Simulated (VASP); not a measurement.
Crystal: Cu.

```
Cu
1.0
     0.00000    1.81458    1.81458
     1.81458    0.00000    1.81458
     1.81458    1.81458    0.00000
Cu
1
Direct
  0.00000 0.00000 0.00000
```

Base run:

```yaml
Program: VASP 6.6.1
Functional: PBE
Potentials_or_basis: VASP PAW PBE potentials, release 64 (Cu)
Cutoff: 520 eV
k_mesh: 15 × 15 × 15
Occupations: methfessel-paxton, width 0.03 eV
Spin: no spin polarisation
```

Its results: pressure 0.3 GPa.

**Question.** The run is repeated on the same cell with these changes: occupations from methfessel-paxton, width 0.03 eV to methfessel-paxton, width 1 eV. What comes out?

**Answer.** Pressure -0.6 GPa.
